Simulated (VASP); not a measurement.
# SnO (Pmn2_1) in VASP: further runs

Aim: see how the results for SnO move with the level of theory and the settings. Levels: r2SCAN, LDA. Tasks: single point.

All numbers are computed with VASP 6.6.1; they aren't measurements. Logs are shortened: lines on timing, memory, paths and dates and some standing lists are left out, and cuts for length are marked.

### 1 The cell of the first run

Symmetry: Pmn2_1, No. 31, orthorhombic system. The conventional cell has a = 3.303 Å, b = 5.694 Å, c = 3.672 Å, α = 90.00°, β = 90.00°, γ = 90.00°. Sn (site symmetry m) has 3 O at 2.12 to 2.14 Å within 2.8 Å. Within 2.8 Å of O (site symmetry m) lie 3 Sn at 2.12 to 2.14 Å.

### 2 Single point, r2SCAN

The input, POSCAR:

```
SnO
1.0
    3.3032608666      0.0000000000      0.0000000000
    0.0000000000      5.6943335561      0.0000000000
    0.0000000000      0.0000000000      3.6718693454
Sn O
2 2
Direct
    0.0000000000      0.2356648798      0.5358637323
    0.5000000000      0.7643351202      0.0358637323
    0.0000000000      0.8818921161      0.7141372677
    0.5000000000      0.1181078839      0.2141372677
```

The input, INCAR.step1:

```
SYSTEM = SnO
  PREC = Accurate
  ENCUT = 520
  ISMEAR = 0
  SIGMA = 0.01
  LREAL = .FALSE.
  LASPH = .TRUE.
  NELM = 60
  NBANDS = 28
  GGA = PE
  ALGO = Normal
  EDIFF = 1E-4
  LWAVE = .TRUE.
  LCHARG = .FALSE.
```

The input, INCAR.step2:

```
SYSTEM = SnO
  PREC = Accurate
  ENCUT = 520
  EDIFF = 1E-7
  ISMEAR = 0
  SIGMA = 0.01
  LREAL = .FALSE.
  LASPH = .TRUE.
  NELM = 60
  ALGO = Normal
  ISIF = 2
  LWAVE = .FALSE.
  LCHARG = .FALSE.
  METAGGA = R2SCAN
  LMIXTAU = .TRUE.
  NBANDS = 28
  ISTART = 1
```

The input, KPOINTS:

```
regular mesh
0
G
  7 4 6
  0 0 0
```

Potentials or basis: VASP PAW PBE potentials, release 64 (Sn_d, O).

Started as:

```
$ cat potpaw_PBE.64/Sn_d/POTCAR potpaw_PBE.64/O/POTCAR > POTCAR
$ cp INCAR.step1 INCAR
$ mpirun -np 1 vasp_std > vasp.out
$ cp INCAR.step2 INCAR
$ mpirun -np 1 vasp_std > vasp.out
```

OUTCAR:

```text
SYSTEM = SnO
   PREC = Accurate
   ENCUT = 520
   EDIFF = 1E-7
   ISMEAR = 0
   LREAL = .FALSE.
   LASPH = .TRUE.
   NELM = 60
   ISIF = 2
   METAGGA = R2SCAN
   ISTART = 1

 ion  position               nearest neighbor table
   1  0.000  0.236  0.536-   3 2.12   4 2.14   4 2.14   2 3.65   2 3.65   2 3.65   2 3.65
   2  0.500  0.764  0.036-   4 2.12   3 2.14   3 2.14   1 3.65   1 3.65   1 3.65   1 3.65
   3  0.000  0.882  0.714-   1 2.12   2 2.14   2 2.14
   4  0.500  0.118  0.214-   2 2.12   1 2.14   1 2.14

  LATTYP: Found a simple orthorhombic cell.
 ALAT       =     3.3032608666
 B/A-ratio  =     1.1115892731
 C/A-ratio  =     1.7238522133

  Lattice vectors:

 A1 = (  -3.3032608666,   0.0000000000,   0.0000000000)
 A2 = (   0.0000000000,   0.0000000000,   3.6718693454)
 A3 = (   0.0000000000,   5.6943335561,   0.0000000000)

Analysis of symmetry for initial positions (statically):
=====================================================================
 Subroutine PRICEL returns:
 Original cell was already a primitive cell.

 Routine SETGRP: Setting up the symmetry group for a
 simple orthorhombic supercell.

 Subroutine GETGRP returns: Found  4 space group operations
 (whereof  2 operations were pure point group operations)
 out of a pool of  8 trial point group operations.

The static configuration has the point symmetry C_1h.
 The point group associated with its full space group is C_2v.

Analysis of symmetry for dynamics (positions and initial velocities):
=====================================================================
 Subroutine PRICEL returns:
 Original cell was already a primitive cell.

 Routine SETGRP: Setting up the symmetry group for a
 simple orthorhombic supercell.

 Subroutine GETGRP returns: Found  4 space group operations
 (whereof  2 operations were pure point group operations)
 out of a pool of  8 trial point group operations.

The dynamic configuration has the point symmetry C_1h.
 The point group associated with its full space group is C_2v.

 Subroutine INISYM returns: Found  4 space group operations
 (whereof  2 operations are pure point group operations),
 and found     1 'primitive' translations

----------------------------------------------------------------------------------------

                                     Primitive cell

  volume of cell :      69.0674

  direct lattice vectors                    reciprocal lattice vectors
     3.303260867  0.000000000  0.000000000     0.302731162  0.000000000  0.000000000
     0.000000000  5.694333556  0.000000000     0.000000000  0.175613176  0.000000000
     0.000000000  0.000000000  3.671869345     0.000000000  0.000000000  0.272340845

  length of vectors
     3.303260867  5.694333556  3.671869345     0.302731162  0.175613176  0.272340845

  position of ions in fractional coordinates (direct lattice)
     0.000000000  0.235664880  0.535863732
     0.500000000  0.764335120  0.035863732
     0.000000000  0.881892116  0.714137268
     0.500000000  0.118107884  0.214137268

  ion indices of the primitive-cell ions
   primitive index   ion index
                 1           1
                 2           2
                 3           3
                 4           4

----------------------------------------------------------------------------------------

 KPOINTS: regular mesh

Automatic generation of k-mesh.
 Grid dimensions read from file:
 generate k-points for:    7    4    6

 Generating k-lattice:

  Cartesian coordinates                     Fractional coordinates (reciprocal lattice)
     0.043247309  0.000000000  0.000000000     0.142857143  0.000000000  0.000000000
     0.000000000  0.043903294  0.000000000     0.000000000  0.250000000  0.000000000
     0.000000000  0.000000000  0.045390141     0.000000000  0.000000000  0.166666667

  Length of vectors
     0.043247309  0.043903294  0.045390141

  Shift w.r.t. Gamma in fractional coordinates (k-lattice)
     0.000000000  0.000000000  0.000000000

 Subroutine IBZKPT returns following result:
 ===========================================

 Found     48 irreducible k-points:

 Following reciprocal coordinates:
            Coordinates               Weight
  0.000000  0.000000  0.000000      1.000000
  0.142857  0.000000  0.000000      2.000000
  0.285714  0.000000  0.000000      2.000000
  0.428571  0.000000  0.000000      2.000000
  0.000000  0.250000  0.000000      2.000000
  0.142857  0.250000  0.000000      4.000000
[... 16 lines left out ...]
  0.285714  0.500000  0.166667      4.000000
  0.428571  0.500000  0.166667      4.000000
 [... further k-points ...]
   k-points           NKPTS =     48   k-points in BZ     NKDIM =     48   number of bands    NBANDS=     28
   number of dos      NEDOS =    301   number of ions     NIONS =      4
   total plane-waves  NPLWV =  32928
   dimension x,y,z NGX =    28 NGY =   42 NGZ =   28
   dimension x,y,z NGXF=    56 NGYF=   84 NGZF=   56
   ions per type =               2   2
   NGX,Y,Z   is equivalent  to a cutoff of  14.09, 12.26, 12.68 a.u.
   NGXF,Y,Z  is equivalent  to a cutoff of  28.18, 24.52, 25.35 a.u.
 SYSTEM =  SnO
   PREC   = accura    normal or accurate (medium, high low for compatibility)
   ISTART =      1    job   : 0-new  1-cont  2-samecut
   ICHARG =      0    charge: 1-file 2-atom 10-const
   ISPIN  =      1    spin polarized calculation?
   LNONCOLLINEAR =      F non collinear calculations
   LSORBIT =      F    spin-orbit coupling
   LASPH  =      T    aspherical Exc in radial PAW
   ENCUT  =  520.0 eV  38.22 Ry    6.18 a.u.   6.14 10.59  6.83*2*pi/ulx,y,z
   NELM   =     60;   NELMIN=  2; NELMDL=  0     # of ELM steps
   EDIFF  = 0.1E-06   stopping-criterion for ELM
   LREAL  =      F    real-space projection
   EDIFFG = 0.1E-05   stopping-criterion for IOM
   NSW    =      0    number of steps for IOM
   IBRION =     -1    ionic relax: 0-MD 1-quasi-New 2-CG
   NFREE  =      0    steps in history (QN), initial steepest desc. (CG)
   ISIF   =      2    stress and relaxation
   ISYM   =      2    0-nonsym 1-usesym 2-fastsym
   POTIM  = 0.5000    time-step for ionic-motion
   TEBEG  =    0.0;   TEEND  =   0.0 temperature during run
   PSTRESS=    0.0 pullay stress
   NELECT =      40.0000    total number of electrons
   NUPDOWN=      -1.0000    fix difference up-down
   EMIN   =  10.00;   EMAX   =-10.00  energy-range for DOS
   EFERMI =   0.00;   METHOD = LEGACY
   ISMEAR =     0;   SIGMA  =   0.01  broadening in eV -4-tet -1-fermi 0-gaus
   EFERMI_NEDOS =   21; number of points for ismear=-14 and -15
   IALGO  =     38    algorithm
   IMIX   =      4    mixing-type and parameters
     AMIX     =   0.40;   BMIX     =  1.00
     AMIX_MAG =   1.60;   BMIX_MAG =  1.00
  volume/ion in A,a.u.               =      17.27       116.52
  Fermi-wavevector in a.u.,A,eV,Ry     =   1.364595  2.578711 25.335680  1.862120
  Thomas-Fermi vector in A             =   2.490897
   LORBIT       =      0    0 simple, 1 ext, 2 COOP (PROOUT), +10 PAW based schemes
   METAGGA = R2SCAN    functional components
   LHFCALC =     F    Hartree Fock is set to
   AEXX    =    0.0000 exact exchange contribution
   IVDW    =     0    specifies the selected vdW correction
   LEPSILON=     F    determine dielectric tensor
   LRPA    =     F    only Hartree local field effects (RPA)
 non-spin polarized calculation
 Gauss-broadening in eV      SIGMA  =   0.01
  energy-cutoff  :      520.00
  volume of cell :       69.07
 maximum number of plane-waves:      1876
 NGX is ok and might be reduce to    28
   NGX = 13   NGY = 21   NGZ = 13

 number of electron      39.9999998 magnetization

 Free energy of the ion-electron system (eV)
  ---------------------------------------------------
  ext. energy  EPLUGINS =         0.00000000
  ---------------------------------------------------
  free energy    TOTEN  =       -66.47386547 eV

  energy without entropy =      -66.47386547  energy(sigma->0) =      -66.47386547

 E-fermi :   6.5475     XC(G=0): -11.0186

 val. band max:        6.4099793224   @ k =   0.0000   0.0000   0.0000
 cond. band min:       8.1124487122   @ k =   0.0000   0.5000   0.3333
 fundamental gap:      1.7024693898
 Fermi energy:         6.5474749716

 k-point     1 :       0.0000    0.0000    0.0000
  band No.  band energies     occupation
      1     -15.7946      2.00000
      2     -15.3033      2.00000
      3     -15.2049      2.00000
      4     -15.1381      2.00000
      5     -15.1116      2.00000
      6     -15.1084      2.00000
[... 20 lines left out ...]
     27      16.4273      0.00000
     28      17.0149      0.00000

 k-point     2 :       0.1429    0.0000    0.0000
  band No.  band energies     occupation
      1     -15.7864      2.00000
      2     -15.3444      2.00000
      3     -15.1997      2.00000
      4     -15.1899      2.00000
      5     -15.1205      2.00000
      6     -15.1000      2.00000
[... 20 lines left out ...]
     27      16.5789      0.00000
     28      17.2129      0.00000

 k-point     3 :       0.2857    0.0000    0.0000
  band No.  band energies     occupation
      1     -15.7793      2.00000
      2     -15.5459      2.00000
      3     -15.1520      2.00000
      4     -15.1476      2.00000
      5     -15.1349      2.00000
      6     -15.1069      2.00000
[... 20 lines left out ...]
     27      16.5674      0.00000
     28      17.3321      0.00000

 k-point     4 :       0.4286    0.0000    0.0000
  band No.  band energies     occupation
      1     -15.7683      2.00000
      2     -15.7015      2.00000
      3     -15.1349      2.00000
      4     -15.1250      2.00000
      5     -15.1160      2.00000
      6     -15.1060      2.00000
[... 578 lines left out ...]
     27      17.8163      0.00000
     28      18.1894      0.00000

 k-point    23 :       0.2857    0.5000    0.1667
  band No.  band energies     occupation
      1     -15.7786      2.00000
      2     -15.5869      2.00000
      3     -15.1541      2.00000
      4     -15.1435      2.00000
      5     -15.1227      2.00000
      6     -15.1081      2.00000
[... 20 lines left out ...]
     27      17.2146      0.00000
     28      17.9492      0.00000

 k-point    24 :       0.4286    0.5000    0.1667
  band No.  band energies     occupation
      1     -15.7865      2.00000
      2     -15.7310      2.00000
      3     -15.1376      2.00000
      4     -15.1353      2.00000
      5     -15.0981      2.00000
      6     -15.0936      2.00000
[... 20 lines left out ...]
     27      16.8297      0.00000
     28      17.3607      0.00000

 [... further k-points ...]
[... 5 lines left out ...]
  --------------------------------------------------------------------------------------
  -------------------------------------------------------------------------------------
  Total        1.7512027      1.8381317      1.8510955      0.0000000      0.0000000      0.0000000
  in kB       40.6231879     42.6397071     42.9404318      0.0000000      0.0000000      0.0000000
  external PRESSURE =      42.0677756 kB  Pullay stress =       0.0000000 kB

 VOLUME and BASIS-vectors are now :
 -----------------------------------------------------------------------------
  energy-cutoff  :      520.00
  volume of cell :       69.07
      direct lattice vectors                 reciprocal lattice vectors
     3.303260867  0.000000000  0.000000000     0.302731162  0.000000000  0.000000000
     0.000000000  5.694333556  0.000000000     0.000000000  0.175613176  0.000000000
     0.000000000  0.000000000  3.671869345     0.000000000  0.000000000  0.272340845

 POSITION                                       TOTAL-FORCE (eV/Angst)
 -----------------------------------------------------------------------------------
      0.00000      1.34195      1.96762         0.000000      0.239874      0.033150
      1.65163      4.35238      0.13169         0.000000     -0.239874      0.033150
      0.00000      5.02179      2.62222         0.000000      0.024760     -0.033150
      1.65163      0.67255      0.78628         0.000000     -0.024760     -0.033150
 -----------------------------------------------------------------------------------
    total drift:                                0.000000      0.000000     -0.002051

  FREE ENERGIE OF THE ION-ELECTRON SYSTEM (eV)
  ---------------------------------------------------
  free  energy   TOTEN  =       -66.4738654667 eV

  energy  without entropy=      -66.4738654667  energy(sigma->0) =      -66.47386547
```

It took 3.9 min on 1 thread of AMD EPYC 9R45 (Zen 5), shared host; peak memory 0.2 GiB.

What came out:

- Free energy: -66.4739 eV
- Pressure: 4.2 GPa
- Largest force: 0.242 eV/Å
- Band gap on the k mesh: 1.70 eV, indirect (least direct gap 2.60 eV)

Forces in eV/Å, atoms in the order of the input:
```
Sn   0.000  0.240  0.033
Sn   0.000 -0.240  0.033
O    0.000  0.025 -0.033
O    0.000 -0.025 -0.033
```

Levels at points of the mesh, in eV from the valence-band top:
```tsv
k point	band 16	band 17	band 18	band 19	band 20	band 21	band 22	band 23	band 24	band 25
(0.00, 0.00, 0.00)	-4.64	-4.28	-3.12	-2.64	0.00	3.63	4.17	7.10	7.23	8.47
(0.00, 0.50, 0.00)	-4.62	-3.99	-3.15	-2.31	-1.89	3.76	5.35	5.79	6.42	7.43
(0.00, 0.00, 0.50)	-4.17	-3.70	-3.70	-1.58	-1.58	2.73	2.73	6.31	6.31	8.47
(0.00, 0.50, 0.50)	-3.70	-3.50	-3.50	-1.64	-1.64	2.27	2.27	6.56	6.56	8.32
```

Caveat: the PAW data sets were made with another functional, which shifts forces and pressure a little; spin-orbit coupling is left out, which moves the levels of the heavy elements.

### 3 Single point, LDA

The input, INCAR:

```
PREC = Accurate
ENCUT = 910
EDIFF = 1E-6
ISMEAR = 0
SIGMA = 0.01
LREAL = F
LASPH = T
NELM = 120
ALGO = Normal
ISIF = 2
LWAVE = F
LCHARG = T
LELF = T
LVHAR = T
NBANDS = 28
GGA_COMPAT = F
```

The input, KPOINTS:

```
Automatic mesh
0
Gamma
  5 3 4
```

POSCAR is that of step 2.

Potentials or basis: VASP PAW LDA potentials, release 64 (Sn_d, O_h).

Started as:

```
$ cat potpaw_LDA.64/Sn_d/POTCAR potpaw_LDA.64/O_h/POTCAR > POTCAR
$ mpirun -np 1 vasp_std > vasp.out
```

It took 52 s on 1 thread of AMD EPYC 9R14 (Zen 4), shared host; peak memory 0.21 GiB.

Results (log left out):

```yaml
Free_energy: -25.3224 eV
Pressure: 0.2 GPa
Largest_force: 0.101 eV/Å
Band_gap_on_the_k_mesh: 1.47 eV, indirect (least direct gap 2.24 eV)
```

Forces in eV/Å, atoms in the order of the input:
```
Sn   0.000  0.096  0.031
Sn   0.000 -0.096  0.031
O    0.000  0.001 -0.031
O    0.000 -0.001 -0.031
```

Stress tensor (GPa, compression positive):
```
0.25 0.00 0.00
0.00 0.32 0.00
0.00 0.00 0.12
```

Levels at points of the mesh, in eV from the valence-band top:
| k point | band 16 | band 17 | band 18 | band 19 | band 20 | band 21 | band 22 | band 23 | band 24 | band 25 |
| --- | --- | --- | --- | --- | --- | --- | --- | --- | --- | --- |
| (0.00, 0.00, 0.00) | -4.45 | -4.08 | -2.91 | -2.43 | 0.00 | 3.19 | 3.66 | 6.49 | 6.61 | 7.92 |
| (0.00, 0.00, 0.50) | -4.05 | -3.49 | -3.49 | -1.48 | -1.48 | 2.29 | 2.29 | 5.71 | 5.71 | 7.84 |

Caveat: the k points lie up to 0.43 Å⁻¹ apart; the cutoff is under 1.25 times the usual one of these potentials, so pressure, stress and relaxed cells hold a basis-set (Pulay) error; spin-orbit coupling is left out, which moves the levels of the heavy elements. A k mesh can miss the band edges.
